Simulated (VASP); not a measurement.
# C (P6_3/mmc) in VASP: a series of runs

C is run at these levels: PBE; tasks: single point.

Program: VASP 6.6.1. These are calculated values, not measurements. Logs are shortened: lines on timing, memory, paths and dates and some standing lists are left out, and cuts for length are marked.

## (1) The cell of the first run

Symmetry: P6_3/mmc, No. 194, hexagonal system. The conventional cell has a = 2.467 Å, b = 2.467 Å, c = 8.527 Å, α = 90.00°, β = 90.00°, γ = 120.00°. C (site symmetry -6m2) has 3 C at 1.42 Å within 1.9 Å. C (site symmetry -6m2) has 3 C at 1.42 Å within 1.9 Å.

## (2) Single point, PBE

File INCAR:

```
SYSTEM = C
ALGO = Normal ; EDIFF = 1E-6
ENCUT = 520 ; GGA = PE
ISIF = 2 ; ISMEAR = 0
LASPH = .True. ; LCHARG = .False.
LREAL = .False. ; LWAVE = .False.
NBANDS = 16 ; NELM = 60
PREC = Accurate ; SIGMA = 0.03
```

File KPOINTS:

```
k-points
0
Gamma
  15 15 4
  0 0 0
```

File POSCAR:

```
C
1.0
    2.4665665061      0.0000000000      0.0000000000
   -1.2332832531      2.1361092544      0.0000000000
    0.0000000000      0.0000000000      8.5267424969
C
4
Direct
    1.0000000000      1.0000000000      0.2500000000
    0.0000000000      0.0000000000      0.7500000000
    0.3333333333      0.6666666667      0.2500000000
    0.6666666667      0.3333333333      0.7500000000
```

Potentials or basis: VASP PAW PBE potentials, release 64 (C).

The run is started by

```sh
> cat potpaw_PBE.64/C/POTCAR > POTCAR
> mpirun -np 1 vasp_std > vasp.out
```

OUTCAR:

```text
SYSTEM = C
   EDIFF = 1E-6
   ENCUT = 520
   GGA = PE
   ISIF = 2
   ISMEAR = 0
   LASPH = .True.
   LREAL = .False.
   NELM = 60
   PREC = Accurate

 ion  position               nearest neighbor table
   1  0.000  0.000  0.250-   3 1.42   3 1.42   3 1.42
   2  0.000  0.000  0.750-   4 1.42   4 1.42   4 1.42
   3  0.333  0.667  0.250-   1 1.42   1 1.42   1 1.42
   4  0.667  0.333  0.750-   2 1.42   2 1.42   2 1.42

  LATTYP: Found a hexagonal cell.
 ALAT       =     2.4665665061
 C/A-ratio  =     3.4569278695

  Lattice vectors:

 A1 = (   2.4665665061,   0.0000000000,   0.0000000000)
 A2 = (  -1.2332832531,   2.1361092544,   0.0000000000)
 A3 = (   0.0000000000,   0.0000000000,   8.5267424969)

Analysis of symmetry for initial positions (statically):
=====================================================================
 Subroutine PRICEL returns:
 Original cell was already a primitive cell.

 Routine SETGRP: Setting up the symmetry group for a
 hexagonal supercell.

 Subroutine GETGRP returns: Found 24 space group operations
 (whereof 12 operations were pure point group operations)
 out of a pool of 24 trial point group operations.

The static configuration has the point symmetry D_3d.
 The point group associated with its full space group is D_6h.

Analysis of symmetry for dynamics (positions and initial velocities):
=====================================================================
 Subroutine PRICEL returns:
 Original cell was already a primitive cell.

 Routine SETGRP: Setting up the symmetry group for a
 hexagonal supercell.

 Subroutine GETGRP returns: Found 24 space group operations
 (whereof 12 operations were pure point group operations)
 out of a pool of 24 trial point group operations.

The dynamic configuration has the point symmetry D_3d.
 The point group associated with its full space group is D_6h.

 Subroutine INISYM returns: Found 24 space group operations
 (whereof 12 operations are pure point group operations),
 and found     1 'primitive' translations

----------------------------------------------------------------------------------------

                                     Primitive cell

  volume of cell :      44.9262

  direct lattice vectors                    reciprocal lattice vectors
     2.466566506  0.000000000  0.000000000     0.405421868  0.234070425  0.000000000
    -1.233283253  2.136109254  0.000000000     0.000000000  0.468140849  0.000000000
     0.000000000  0.000000000  8.526742497     0.000000000  0.000000000  0.117278081

  length of vectors
     2.466566506  2.466566506  8.526742497     0.468140849  0.468140849  0.117278081

  position of ions in fractional coordinates (direct lattice)
     0.000000000  0.000000000  0.250000000
     0.000000000  0.000000000  0.750000000
     0.333333333  0.666666667  0.250000000
     0.666666667  0.333333333  0.750000000

  ion indices of the primitive-cell ions
   primitive index   ion index
                 1           1
                 2           2
                 3           3
                 4           4

----------------------------------------------------------------------------------------

 KPOINTS: k-points

Automatic generation of k-mesh.
 Grid dimensions read from file:
 generate k-points for:   15   15    4

 Generating k-lattice:

  Cartesian coordinates                     Fractional coordinates (reciprocal lattice)
     0.027028125  0.015604695  0.000000000     0.066666667  0.000000000  0.000000000
     0.000000000  0.031209390  0.000000000     0.000000000  0.066666667  0.000000000
     0.000000000  0.000000000  0.029319520     0.000000000  0.000000000  0.250000000

  Length of vectors
     0.031209390  0.031209390  0.029319520

  Shift w.r.t. Gamma in fractional coordinates (k-lattice)
     0.000000000  0.000000000  0.000000000

 Subroutine IBZKPT returns following result:
 ===========================================

 Found     81 irreducible k-points:

 Following reciprocal coordinates:
            Coordinates               Weight
  0.000000  0.000000  0.000000      1.000000
  0.066667  0.000000  0.000000      6.000000
  0.133333  0.000000  0.000000      6.000000
  0.200000  0.000000  0.000000      6.000000
  0.266667  0.000000  0.000000      6.000000
  0.333333  0.000000  0.000000      6.000000
[... 16 lines left out ...]
  0.333333  0.200000  0.000000     12.000000
  0.400000  0.200000  0.000000      6.000000
 [... further k-points ...]
   k-points           NKPTS =     81   k-points in BZ     NKDIM =     81   number of bands    NBANDS=     16
   number of dos      NEDOS =    301   number of ions     NIONS =      4
   total plane-waves  NPLWV =  20736
   dimension x,y,z NGX =    18 NGY =   18 NGZ =   64
   dimension x,y,z NGXF=    36 NGYF=   36 NGZF=  128
   ions per type =               4
   NGX,Y,Z   is equivalent  to a cutoff of  12.13, 12.13, 12.48 a.u.
   NGXF,Y,Z  is equivalent  to a cutoff of  24.26, 24.26, 24.96 a.u.
 SYSTEM =  C
   PREC   = accura    normal or accurate (medium, high low for compatibility)
   ISTART =      0    job   : 0-new  1-cont  2-samecut
   ICHARG =      2    charge: 1-file 2-atom 10-const
   ISPIN  =      1    spin polarized calculation?
   LNONCOLLINEAR =      F non collinear calculations
   LSORBIT =      F    spin-orbit coupling
   LASPH  =      T    aspherical Exc in radial PAW
   ENCUT  =  520.0 eV  38.22 Ry    6.18 a.u.   4.59  4.59 15.85*2*pi/ulx,y,z
   NELM   =     60;   NELMIN=  2; NELMDL= -5     # of ELM steps
   EDIFF  = 0.1E-05   stopping-criterion for ELM
   LREAL  =      F    real-space projection
   EDIFFG = 0.1E-04   stopping-criterion for IOM
   NSW    =      0    number of steps for IOM
   IBRION =     -1    ionic relax: 0-MD 1-quasi-New 2-CG
   NFREE  =      0    steps in history (QN), initial steepest desc. (CG)
   ISIF   =      2    stress and relaxation
   ISYM   =      2    0-nonsym 1-usesym 2-fastsym
   POTIM  = 0.5000    time-step for ionic-motion
   TEBEG  =    0.0;   TEEND  =   0.0 temperature during run
   PSTRESS=    0.0 pullay stress
   NELECT =      16.0000    total number of electrons
   NUPDOWN=      -1.0000    fix difference up-down
   EMIN   =  10.00;   EMAX   =-10.00  energy-range for DOS
   EFERMI =   0.00;   METHOD = LEGACY
   ISMEAR =     0;   SIGMA  =   0.03  broadening in eV -4-tet -1-fermi 0-gaus
   EFERMI_NEDOS =   21; number of points for ismear=-14 and -15
   IALGO  =     38    algorithm
   IMIX   =      4    mixing-type and parameters
     AMIX     =   0.40;   BMIX     =  1.00
     AMIX_MAG =   1.60;   BMIX_MAG =  1.00
  volume/ion in A,a.u.               =      11.23        75.79
  Fermi-wavevector in a.u.,A,eV,Ry     =   1.160419  2.192875 18.321243  1.346573
  Thomas-Fermi vector in A             =   2.297002
   LORBIT       =      0    0 simple, 1 ext, 2 COOP (PROOUT), +10 PAW based schemes
   GGA     = PE    functional components
   LHFCALC =     F    Hartree Fock is set to
   AEXX    =    0.0000 exact exchange contribution
   IVDW    =     0    specifies the selected vdW correction
   LEPSILON=     F    determine dielectric tensor
   LRPA    =     F    only Hartree local field effects (RPA)
 non-spin polarized calculation
 Gauss-broadening in eV      SIGMA  =   0.03
  energy-cutoff  :      520.00
  volume of cell :       44.93
 maximum number of plane-waves:      1232
   NGX =  9   NGY =  9   NGZ = 31

 number of electron      15.9999993 magnetization

 Free energy of the ion-electron system (eV)
  ---------------------------------------------------
  ext. energy  EPLUGINS =         0.00000000
  ---------------------------------------------------
  free energy    TOTEN  =       -36.90113404 eV

  energy without entropy =      -36.90075800  energy(sigma->0) =      -36.90094602

 E-fermi :   2.7918     XC(G=0):  -8.7222

 val. band max:        2.7912464245   @ k =   0.3333   0.3333   0.0000
 cond. band min:       2.7918879422   @ k =   0.3333   0.3333   0.2500
 fundamental gap:      0.0006415177
 Fermi energy:         2.7917532538

 k-point     1 :       0.0000    0.0000    0.0000
  band No.  band energies     occupation
      1     -16.7401      2.00000
      2     -16.7042      2.00000
      3      -5.0542      2.00000
      4      -4.5717      2.00000
      5      -0.2521      2.00000
      6      -0.2521      2.00000
[... 8 lines left out ...]
     15      13.2207      0.00000
     16      14.1981      0.00000

 k-point     2 :       0.0667    0.0000    0.0000
  band No.  band energies     occupation
      1     -16.6351      2.00000
      2     -16.5994      2.00000
      3      -4.9276      2.00000
      4      -4.4478      2.00000
      5      -0.6767      2.00000
      6      -0.6748      2.00000
[... 8 lines left out ...]
     15      13.3611      0.00000
     16      13.8318      0.00000

 k-point     3 :       0.1333    0.0000    0.0000
  band No.  band energies     occupation
      1     -16.3204      2.00000
      2     -16.2856      2.00000
      3      -4.5498      2.00000
      4      -4.0783      2.00000
      5      -1.8046      2.00000
      6      -1.8008      2.00000
[... 8 lines left out ...]
     15      12.8105      0.00000
     16      12.8604      0.00000

 k-point     4 :       0.2000    0.0000    0.0000
  band No.  band energies     occupation
      1     -15.7983      2.00000
      2     -15.7652      2.00000
      3      -3.9275      2.00000
      4      -3.4707      2.00000
      5      -3.3516      2.00000
      6      -3.3451      2.00000
[... 8 lines left out ...]
     15      14.3782      0.00000
     16      14.5844      0.00000
[... 324 lines left out ...]
 k-point    22 :       0.2667    0.2000    0.0000
  band No.  band energies     occupation
      1     -12.9570      2.00000
      2     -12.9316      2.00000
      3      -7.4356      2.00000
      4      -7.4256      2.00000
      5      -5.4926      2.00000
      6      -5.4857      2.00000
[... 8 lines left out ...]
     15      15.6305      0.00000
     16      15.8844      0.00000

 k-point    23 :       0.3333    0.2000    0.0000
  band No.  band energies     occupation
      1     -11.8132      2.00000
      2     -11.7913      2.00000
      3      -8.8590      2.00000
      4      -8.8448      2.00000
      5      -5.9199      2.00000
      6      -5.9110      2.00000
[... 8 lines left out ...]
     15      14.9908      0.00000
     16      15.6766      0.00000

 k-point    24 :       0.4000    0.2000    0.0000
  band No.  band energies     occupation
      1     -10.8828      2.00000
      2     -10.8720      2.00000
      3      -9.8895      2.00000
      4      -9.8820      2.00000
      5      -6.0528      2.00000
      6      -6.0434      2.00000
[... 8 lines left out ...]
     15      14.3027      0.00000
     16      14.5585      0.00000

 [... further k-points ...]

------------------------ aborting loop because EDIFF is reached ----------------------------------------

  FORCE on cell =-STRESS in cart. coord.  units (eV):
  Direction    XX          YY          ZZ          XY          YZ          ZX
  --------------------------------------------------------------------------------------
  -------------------------------------------------------------------------------------
  Total        0.1556907      0.1556907     -0.0111529     -0.0000000     -0.0000000      0.0000000
  in kB        5.5523109      5.5523109     -0.3977384     -0.0000000     -0.0000000      0.0000000
  external PRESSURE =       3.5689611 kB  Pullay stress =       0.0000000 kB

 VOLUME and BASIS-vectors are now :
 -----------------------------------------------------------------------------
  energy-cutoff  :      520.00
  volume of cell :       44.93
      direct lattice vectors                 reciprocal lattice vectors
     2.466566506  0.000000000  0.000000000     0.405421868  0.234070425  0.000000000
    -1.233283253  2.136109254  0.000000000     0.000000000  0.468140849  0.000000000
     0.000000000  0.000000000  8.526742497     0.000000000  0.000000000  0.117278081

 POSITION                                       TOTAL-FORCE (eV/Angst)
 -----------------------------------------------------------------------------------
      0.00000      0.00000      2.13169         0.000000     -0.000000     -0.000000
      0.00000      0.00000      6.39506        -0.000000      0.000000      0.000000
     -0.00000      1.42407      2.13169        -0.000000      0.000000      0.000000
      1.23328      0.71204      6.39506         0.000000     -0.000000     -0.000000
 -----------------------------------------------------------------------------------
    total drift:                                0.000000     -0.000000      0.000000

  FREE ENERGIE OF THE ION-ELECTRON SYSTEM (eV)
  ---------------------------------------------------
  free  energy   TOTEN  =       -36.9011340370 eV

  energy  without entropy=      -36.9007579971  energy(sigma->0) =      -36.90094602
```

Wall time 67 s (1 thread of Intel Xeon 8259CL, shared host); peak memory 0.17 GiB.

Results:

```
Free energy            : -36.9011 eV
Pressure               : 0.4 GPa
Band gap on the k mesh : zero (filled and empty bands touch)
```

Caveat: this functional lacks dispersion, which binds the layers, so the pressure and a relaxed spacing across them are unreliable.

## (3) Single point, PBE

File INCAR:

```
PREC = Accurate
ENCUT = 520
EDIFF = 1E-6
ISMEAR = 0
SIGMA = 0.1
LREAL = False
LASPH = True
NELM = 100
ALGO = Normal
ISIF = 2
LWAVE = False
LCHARG = False
GGA = PE
NBANDS = 16
```

File KPOINTS:

```
regular mesh
0
Gamma
  15 15 4
```

POSCAR is that of step 2.

Potentials or basis: VASP PAW PBE potentials, release 64 (C).

The run is started by

```sh
> cat potpaw_PBE.64/C/POTCAR > POTCAR
> mpirun -np 1 vasp_std > vasp.out
```

Wall time 63 s (1 thread of Intel Xeon 8259CL, shared host); peak memory 0.17 GiB.

Results (log left out):

```
Free energy            : -36.9021 eV
Pressure               : 0.4 GPa
Band gap on the k mesh : zero (filled and empty bands touch)
```

Stress tensor (GPa, compression positive):
```
 0.55  0.00  0.00
 0.00  0.55  0.00
 0.00  0.00 -0.04
```

Levels at points of the mesh, in eV from the Fermi level:
```
           k point  band 6  band 7  band 8  band 9  band 10  band 11
(0.00, 0.00, 0.00)   -3.04   -3.04   -3.04    3.09     6.39     8.30
(0.00, 0.00, 0.50)   -3.04   -3.04   -3.04    4.35     4.35     8.30
```

Caveat: this functional lacks dispersion, which binds the layers, so the pressure and a relaxed spacing across them are unreliable.

## (4) Single point, PBE

File INCAR:

```
PREC     = Accurate       # precision mode
ENCUT    = 520            # plane-wave cutoff, eV
EDIFF    = 1E-6           # SCF threshold, eV
ISMEAR   = 0              # smearing method
SIGMA    = 0.2            # smearing width, eV
LREAL    = False          # projectors in reciprocal space
LASPH    = True           # aspherical terms in the spheres
NELM     = 80             # most SCF steps
ALGO     = Normal         # electronic algorithm
ISIF     = 2              # what is computed and relaxed
LWAVE    = False          # write WAVECAR
LCHARG   = False          # write CHGCAR
GGA      = PE             # functional
NBANDS   = 16             # bands
```

File KPOINTS:

```
Automatic mesh
0
Gamma
  15 15 4
```

POSCAR is that of step 3.

Potentials or basis: VASP PAW PBE potentials, release 64 (C).

The run is started by

```sh
> cat potpaw_PBE.64/C/POTCAR > POTCAR
> mpirun -np 1 vasp_std > vasp.out
```

OUTCAR:

```text
PREC = Accurate
   ENCUT = 520
   EDIFF = 1E-6
   ISMEAR = 0
   LREAL = False
   LASPH = True
   NELM = 80
   ISIF = 2
   GGA = PE

 ion  position               nearest neighbor table
   1  0.000  0.000  0.250-   3 1.42   3 1.42   3 1.42
   2  0.000  0.000  0.750-   4 1.42   4 1.42   4 1.42
   3  0.333  0.667  0.250-   1 1.42   1 1.42   1 1.42
   4  0.667  0.333  0.750-   2 1.42   2 1.42   2 1.42

  LATTYP: Found a hexagonal cell.
 ALAT       =     2.4665665061
[... 639 lines left out ...]
      6      -6.0431      2.00000
[... 8 lines left out ...]
     15      14.3026      0.00000
     16      14.5586      0.00000

 [... further k-points ...]
[... 5 lines left out ...]
  --------------------------------------------------------------------------------------
  -------------------------------------------------------------------------------------
  Total        0.1549588      0.1549588     -0.0065185     -0.0000000     -0.0000000      0.0000000
  in kB        5.5262114      5.5262114     -0.2324643     -0.0000000     -0.0000000      0.0000000
  external PRESSURE =       3.6066528 kB  Pullay stress =       0.0000000 kB

 VOLUME and BASIS-vectors are now :
 -----------------------------------------------------------------------------
  energy-cutoff  :      520.00
  volume of cell :       44.93
      direct lattice vectors                 reciprocal lattice vectors
     2.466566506  0.000000000  0.000000000     0.405421868  0.234070425  0.000000000
    -1.233283253  2.136109254  0.000000000     0.000000000  0.468140849  0.000000000
     0.000000000  0.000000000  8.526742497     0.000000000  0.000000000  0.117278081

 POSITION                                       TOTAL-FORCE (eV/Angst)
 -----------------------------------------------------------------------------------
      0.00000      0.00000      2.13169         0.000000      0.000000      0.000000
      0.00000      0.00000      6.39506        -0.000000     -0.000000      0.000000
     -0.00000      1.42407      2.13169        -0.000000      0.000000     -0.000000
      1.23328      0.71204      6.39506         0.000000     -0.000000     -0.000000
 -----------------------------------------------------------------------------------
    total drift:                                0.000000     -0.000000      0.000000

  FREE ENERGIE OF THE ION-ELECTRON SYSTEM (eV)
  ---------------------------------------------------
  free  energy   TOTEN  =       -36.9037685396 eV

  energy  without entropy=      -36.9001297177  energy(sigma->0) =      -36.90194913
```

OSZICAR:

```text
N       E                     dE             d eps       ncg     rms          rms(c)
DAV:   1     0.460206310790E+02    0.46021E+02   -0.76412E+03  2600   0.895E+02
DAV:   2    -0.356947939255E+02   -0.81715E+02   -0.73550E+02  3584   0.192E+02
DAV:   3    -0.393562047403E+02   -0.36614E+01   -0.36331E+01  3480   0.393E+01
DAV:   4    -0.393963537377E+02   -0.40149E-01   -0.40129E-01  3272   0.494E+00
DAV:   5    -0.393971030148E+02   -0.74928E-03   -0.74917E-03  3464   0.645E-01    0.892E+00
DAV:   6    -0.375372114082E+02    0.18599E+01   -0.13616E+00  3016   0.690E+00    0.523E+00
DAV:   7    -0.368910434301E+02    0.64617E+00   -0.17348E+00  3208   0.785E+00    0.143E+00
DAV:   8    -0.369039363926E+02   -0.12893E-01   -0.65378E-02  3080   0.148E+00    0.199E-01
DAV:   9    -0.369034356682E+02    0.50072E-03   -0.11613E-03  3512   0.230E-01    0.110E-01
DAV:  10    -0.369037623036E+02   -0.32664E-03   -0.99731E-04  2904   0.192E-01    0.580E-02
DAV:  11    -0.369037658739E+02   -0.35702E-05   -0.18716E-05  3448   0.287E-02    0.105E-02
DAV:  12    -0.369037683809E+02   -0.25070E-05   -0.23643E-06  2976   0.136E-02    0.461E-03
DAV:  13    -0.369037685396E+02   -0.15867E-06   -0.36334E-07  2696   0.399E-03
   1 F= -.36903769E+02 E0= -.36901949E+02  d E =-.363882E-02
```

stdout:

```text
POSCAR found type information on POSCAR C
 POSCAR found :  1 types and       4 ions
 scaLAPACK will be used
 LDA part: xc-table for (Slater+PW92), standard interpolation
 POSCAR, INCAR and KPOINTS ok, starting setup
 FFT: planning ... GRIDC
 FFT: planning ... GRID_SOFT
 FFT: planning ... GRID
 WAVECAR not read
 entering main loop
```

Wall time 66 s (1 thread of Intel Xeon 8259CL, shared host); peak memory 0.17 GiB.

What came out:

| Quantity | Value |
| --- | --- |
| Free energy | -36.9038 eV |
| Pressure | 0.4 GPa |
| Band gap on the k mesh | zero (filled and empty bands touch) |

Stress tensor (GPa, compression positive):
```
 0.55  0.00  0.00
 0.00  0.55  0.00
 0.00  0.00 -0.02
```

Caveat: this functional lacks dispersion, which binds the layers, so the pressure and a relaxed spacing across them are unreliable.

## (5) Overview

```csv
smearing,gap on the mesh (eV),pressure (GPa)
gaussian 0.03 eV,none,0.4
gaussian 0.1 eV,none,0.4
gaussian 0.2 eV,none,0.4
```

Alike in all rows: task single point; level PBE; potentials or basis VASP PAW PBE potentials, release 64 (C); no spin polarisation; cell as given; k mesh 15 × 15 × 4; cutoff (eV) 520.

Caveats: this functional lacks dispersion, which binds the layers, so the pressure and a relaxed spacing across them are unreliable.

Absolute energies hang on the potentials; compare differences alone.
